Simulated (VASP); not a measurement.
# Rb3NbS3 in VASP: single point with PBE

Aim: the single point of Rb3NbS3 with PBE.

Everything below comes from runs of VASP 6.6.1. Logs are shortened: lines on timing, memory, paths and dates and some standing lists are left out, and cuts for length are marked.

## Step 1: The cell of the first run

The typed cell holds 7 atoms: a = 6.071 Å, b = 6.071 Å, c = 6.116 Å, α = 90.00°, β = 90.00°, γ = 120.00°.

The cell was built from a structure type or drawn by symmetry, and may not be a known phase.

## Step 2: Single point, PBE

The input, INCAR:

```
SYSTEM = Rb3NbS3
PREC     = Accurate       ! precision mode
ENCUT    = 520            ! plane-wave cutoff, eV
EDIFF    = 1E-6           ! SCF threshold, eV
ISMEAR   = 0              ! smearing method
SIGMA    = 0.15           ! smearing width, eV
LREAL    = .FALSE.        ! projectors in reciprocal space
LASPH    = .TRUE.         ! aspherical terms in the spheres
NELM     = 100            ! most SCF steps
ALGO     = Normal         ! electronic algorithm
ISIF     = 2              ! what is computed and relaxed
LWAVE    = .FALSE.        ! write WAVECAR
LCHARG   = .FALSE.        ! write CHGCAR
GGA      = PE             ! functional
NBANDS   = 38             ! bands
```

The input, KPOINTS:

```
regular mesh
0
G
  2 2 3
  0 0 0
```

The input, POSCAR:

```
Rb3NbS3
1.0
    6.0712277923      0.0000000000      0.0000000000
   -3.0356138962      5.2578375003      0.0000000000
    0.0000000000      0.0000000000      6.1158036792
Rb Nb S
3 1 3
Direct
    0.5000000000      0.0000000000      0.9226404142
    0.0000000000      0.5000000000      0.9226404142
    0.5000000000      0.5000000000      0.9226404142
    0.0000000000      0.0000000000      0.4226931271
    0.5000000000      0.0000000000      0.4226400434
    0.0000000000      0.5000000000      0.4226400434
    0.5000000000      0.5000000000      0.4226400434
```

Potentials or basis: VASP PAW PBE potentials, release 64 (Rb_sv, Nb_sv, S).

Started as:

```sh
> cat potpaw_PBE.64/Rb_sv/POTCAR potpaw_PBE.64/Nb_sv/POTCAR potpaw_PBE.64/S/POTCAR > POTCAR
> mpirun -np 1 vasp_std > vasp.out
```

OUTCAR:

```text
SYSTEM = Rb3NbS3
   PREC = Accurate
   ENCUT = 520
   EDIFF = 1E-6
   ISMEAR = 0
   LREAL = .FALSE.
   LASPH = .TRUE.
   NELM = 100
   ISIF = 2
   GGA = PE

 ion  position               nearest neighbor table
   1  0.500  0.000  0.923-   2 3.04   2 3.04   3 3.04   3 3.04   5 3.06   5 3.06   4 4.31   4 4.31
                             4 4.31   4 4.31   3 5.26   3 5.26   2 5.26   2 5.26
   2  0.000  0.500  0.923-   1 3.04   1 3.04   3 3.04   3 3.04   6 3.06   6 3.06   4 4.31   4 4.31
                             4 4.31   4 4.31   3 5.26   3 5.26   1 5.26   1 5.26
   3  0.500  0.500  0.923-   2 3.04   2 3.04   1 3.04   1 3.04   7 3.06   7 3.06   4 4.31   4 4.31
                             4 4.31   4 4.31   1 5.26   1 5.26   2 5.26   2 5.26
   4  0.000  0.000  0.423-   3 4.31   3 4.31   1 4.31   1 4.31   2 4.31   2 4.31   3 4.31   3 4.31
                             1 4.31   1 4.31   2 4.31   2 4.31
   5  0.500  0.000  0.423-   1 3.06   1 3.06
   6  0.000  0.500  0.423-   2 3.06   2 3.06
   7  0.500  0.500  0.423-   3 3.06   3 3.06

  LATTYP: Found a hexagonal cell.
 ALAT       =     6.0712277923
 C/A-ratio  =     1.0073421536

  Lattice vectors:

 A1 = (   6.0712277923,   0.0000000000,   0.0000000000)
 A2 = (  -3.0356138962,   5.2578375003,   0.0000000000)
 A3 = (   0.0000000000,   0.0000000000,   6.1158036792)

Analysis of symmetry for initial positions (statically):
=====================================================================
 Subroutine PRICEL returns:
 Original cell was already a primitive cell.

 Routine SETGRP: Setting up the symmetry group for a
 hexagonal supercell.

 Subroutine GETGRP returns: Found 12 space group operations
 (whereof 12 operations were pure point group operations)
 out of a pool of 24 trial point group operations.

The static configuration has the point symmetry C_6v.

Analysis of symmetry for dynamics (positions and initial velocities):
=====================================================================
 Subroutine PRICEL returns:
 Original cell was already a primitive cell.

 Routine SETGRP: Setting up the symmetry group for a
 hexagonal supercell.

 Subroutine GETGRP returns: Found 12 space group operations
 (whereof 12 operations were pure point group operations)
 out of a pool of 24 trial point group operations.

The dynamic configuration has the point symmetry C_6v.

 Subroutine INISYM returns: Found 12 space group operations
 (whereof 12 operations are pure point group operations),
 and found     1 'primitive' translations

----------------------------------------------------------------------------------------

                                     Primitive cell

  volume of cell :     195.2258

  direct lattice vectors                    reciprocal lattice vectors
     6.071227792  0.000000000  0.000000000     0.164711329  0.095096130  0.000000000
    -3.035613896  5.257837500  0.000000000     0.000000000  0.190192261  0.000000000
     0.000000000  0.000000000  6.115803679     0.000000000  0.000000000  0.163510808

  length of vectors
     6.071227792  6.071227792  6.115803679     0.190192261  0.190192261  0.163510808

  position of ions in fractional coordinates (direct lattice)
     0.500000000  0.000000000  0.922640414
     1.000000000  0.500000000  0.922640414
     0.500000000  0.500000000  0.922640414
     0.000000000  0.000000000  0.422693127
     0.500000000  0.000000000  0.422640043
     1.000000000  0.500000000  0.422640043
     0.500000000  0.500000000  0.422640043

  ion indices of the primitive-cell ions
   primitive index   ion index
                 1           1
                 2           2
                 3           3
                 4           4
                 5           5
                 6           6
                 7           7

----------------------------------------------------------------------------------------

 KPOINTS: regular mesh

Automatic generation of k-mesh.
 Grid dimensions read from file:
 generate k-points for:    2    2    3

 Generating k-lattice:

  Cartesian coordinates                     Fractional coordinates (reciprocal lattice)
     0.082355665  0.047548065  0.000000000     0.500000000 -0.000000000  0.000000000
     0.000000000  0.095096130  0.000000000     0.000000000  0.500000000  0.000000000
     0.000000000  0.000000000  0.054503603     0.000000000  0.000000000  0.333333333

  Length of vectors
     0.095096130  0.095096130  0.054503603

  Shift w.r.t. Gamma in fractional coordinates (k-lattice)
     0.000000000  0.000000000  0.000000000

 Subroutine IBZKPT returns following result:
 ===========================================

 Found      4 irreducible k-points:

 Following reciprocal coordinates:
            Coordinates               Weight
  0.000000  0.000000  0.000000      1.000000
  0.500000  0.000000  0.000000      3.000000
  0.000000  0.000000  0.333333      2.000000
  0.500000  0.000000  0.333333      6.000000
   k-points           NKPTS =      4   k-points in BZ     NKDIM =      4   number of bands    NBANDS=     38
   number of dos      NEDOS =    301   number of ions     NIONS =      7
   total plane-waves  NPLWV = 110592
   dimension x,y,z NGX =    48 NGY =   48 NGZ =   48
   dimension x,y,z NGXF=    96 NGYF=   96 NGZF=   96
   ions per type =               3   1   3
   NGX,Y,Z   is equivalent  to a cutoff of  13.14, 13.14, 13.05 a.u.
   NGXF,Y,Z  is equivalent  to a cutoff of  26.29, 26.29, 26.10 a.u.
 SYSTEM =  Rb3NbS3
   PREC   = accura    normal or accurate (medium, high low for compatibility)
   ISTART =      0    job   : 0-new  1-cont  2-samecut
   ICHARG =      2    charge: 1-file 2-atom 10-const
   ISPIN  =      1    spin polarized calculation?
   LNONCOLLINEAR =      F non collinear calculations
   LSORBIT =      F    spin-orbit coupling
   LASPH  =      T    aspherical Exc in radial PAW
   ENCUT  =  520.0 eV  38.22 Ry    6.18 a.u.  11.29 11.29 11.37*2*pi/ulx,y,z
   NELM   =    100;   NELMIN=  2; NELMDL= -5     # of ELM steps
   EDIFF  = 0.1E-05   stopping-criterion for ELM
   LREAL  =      F    real-space projection
   EDIFFG = 0.1E-04   stopping-criterion for IOM
   NSW    =      0    number of steps for IOM
   IBRION =     -1    ionic relax: 0-MD 1-quasi-New 2-CG
   NFREE  =      0    steps in history (QN), initial steepest desc. (CG)
   ISIF   =      2    stress and relaxation
   ISYM   =      2    0-nonsym 1-usesym 2-fastsym
   POTIM  = 0.5000    time-step for ionic-motion
   TEBEG  =    0.0;   TEEND  =   0.0 temperature during run
   PSTRESS=    0.0 pullay stress
   NELECT =      58.0000    total number of electrons
   NUPDOWN=      -1.0000    fix difference up-down
   EMIN   =  10.00;   EMAX   =-10.00  energy-range for DOS
   EFERMI =   0.00;   METHOD = LEGACY
   ISMEAR =     0;   SIGMA  =   0.15  broadening in eV -4-tet -1-fermi 0-gaus
   EFERMI_NEDOS =   21; number of points for ismear=-14 and -15
   IALGO  =     38    algorithm
   IMIX   =      4    mixing-type and parameters
     AMIX     =   0.40;   BMIX     =  1.00
     AMIX_MAG =   1.60;   BMIX_MAG =  1.00
  volume/ion in A,a.u.               =      27.89       188.21
  Fermi-wavevector in a.u.,A,eV,Ry     =   1.092375  2.064289 16.235603  1.193283
  Thomas-Fermi vector in A             =   2.228639
   LORBIT       =      0    0 simple, 1 ext, 2 COOP (PROOUT), +10 PAW based schemes
   GGA     = PE    functional components
   LHFCALC =     F    Hartree Fock is set to
   AEXX    =    0.0000 exact exchange contribution
   IVDW    =     0    specifies the selected vdW correction
   LEPSILON=     F    determine dielectric tensor
   LRPA    =     F    only Hartree local field effects (RPA)
 non-spin polarized calculation
 Gauss-broadening in eV      SIGMA  =   0.15
  energy-cutoff  :      520.00
  volume of cell :      195.23
 maximum number of plane-waves:      5273
 NGX is ok and might be reduce to    48
   NGX = 23   NGY = 23   NGZ = 23

 number of electron      58.0000008 magnetization

 Free energy of the ion-electron system (eV)
  ---------------------------------------------------
  ext. energy  EPLUGINS =         0.00000000
  ---------------------------------------------------
  free energy    TOTEN  =       -21.52844644 eV

  energy without entropy =      -21.36458113  energy(sigma->0) =      -21.44651379

 E-fermi :   4.3153     XC(G=0):  -8.9852

 val. band max:        4.3151026634   @ k =   0.0000   0.0000   0.3333
 cond. band min:       4.3399193222   @ k =   0.5000   0.0000   0.3333
 fundamental gap:      0.0248166589
 Fermi energy:         4.3153444579

 k-point     1 :       0.0000    0.0000    0.0000
  band No.  band energies     occupation
      1     -51.6513      2.00000
      2     -27.7675      2.00000
      3     -27.7675      2.00000
      4     -27.4155      2.00000
      5     -25.5662      2.00000
      6     -24.9059      2.00000
[... 30 lines left out ...]
     37       6.6272      0.00000
     38       6.6274      0.00000

 k-point     2 :       0.5000    0.0000    0.0000
  band No.  band energies     occupation
      1     -51.6513      2.00000
      2     -27.7681      2.00000
      3     -27.7677      2.00000
      4     -27.4155      2.00000
      5     -25.3596      2.00000
      6     -25.1427      2.00000
[... 30 lines left out ...]
     37       6.6707      0.00000
     38       6.9950      0.00000

 k-point     3 :       0.0000    0.0000    0.3333
  band No.  band energies     occupation
      1     -51.6513      2.00000
      2     -27.7675      2.00000
      3     -27.7675      2.00000
      4     -27.4156      2.00000
      5     -25.5657      2.00000
      6     -24.9057      2.00000
[... 30 lines left out ...]
     37       5.7130      0.00000
     38       6.6372      0.00000

 k-point     4 :       0.5000    0.0000    0.3333
  band No.  band energies     occupation
      1     -51.6513      2.00000
      2     -27.7681      2.00000
      3     -27.7677      2.00000
      4     -27.4156      2.00000
      5     -25.3593      2.00000
      6     -25.1423      2.00000
[... 30 lines left out ...]
     37       6.7994      0.00000
     38       7.7139      0.00000

------------------------ aborting loop because EDIFF is reached ----------------------------------------

  FORCE on cell =-STRESS in cart. coord.  units (eV):
  Direction    XX          YY          ZZ          XY          YZ          ZX
  --------------------------------------------------------------------------------------
  -------------------------------------------------------------------------------------
  Total        0.0194842      0.0194842      0.7230528     -0.0000000      0.0000000      0.0000000
  in kB        0.1599028      0.1599028      5.9339432     -0.0000000      0.0000000      0.0000000
  external PRESSURE =       2.0845830 kB  Pullay stress =       0.0000000 kB

 VOLUME and BASIS-vectors are now :
 -----------------------------------------------------------------------------
  energy-cutoff  :      520.00
  volume of cell :      195.23
      direct lattice vectors                 reciprocal lattice vectors
     6.071227792  0.000000000  0.000000000     0.164711329  0.095096130  0.000000000
    -3.035613896  5.257837500  0.000000000     0.000000000  0.190192261  0.000000000
     0.000000000  0.000000000  6.115803679     0.000000000  0.000000000  0.163510808

 POSITION                                       TOTAL-FORCE (eV/Angst)
 -----------------------------------------------------------------------------------
      3.03561      0.00000      5.64269         0.000000      0.000000      0.000045
     -1.51781      2.62892      5.64269         0.000000      0.000000      0.000045
      1.51781      2.62892      5.64269         0.000000      0.000000      0.000045
      0.00000      0.00000      2.58511        -0.000000      0.000000     -0.001290
      3.03561      0.00000      2.58478         0.000000      0.000000      0.000385
     -1.51781      2.62892      2.58478        -0.000000     -0.000000      0.000385
      1.51781      2.62892      2.58478        -0.000000     -0.000000      0.000385
 -----------------------------------------------------------------------------------
    total drift:                               -0.000000     -0.000000     -0.000277

  FREE ENERGIE OF THE ION-ELECTRON SYSTEM (eV)
  ---------------------------------------------------
  free  energy   TOTEN  =       -21.5284464434 eV

  energy  without entropy=      -21.3645811310  energy(sigma->0) =      -21.44651379
```

Run time: 38 s. Hardware: 1 thread of AMD EPYC 9R45 (Zen 5), shared host; peak memory 0.29 GiB.

Results:

| Quantity | Value |
| --- | --- |
| Free energy | -21.5284 eV |
| Pressure | 0.2 GPa |
| Band gap on the k mesh | zero (bands 29 and 30 overlap by 0.06 eV) |

Caveat: the k points lie up to 0.60 Å⁻¹ apart.
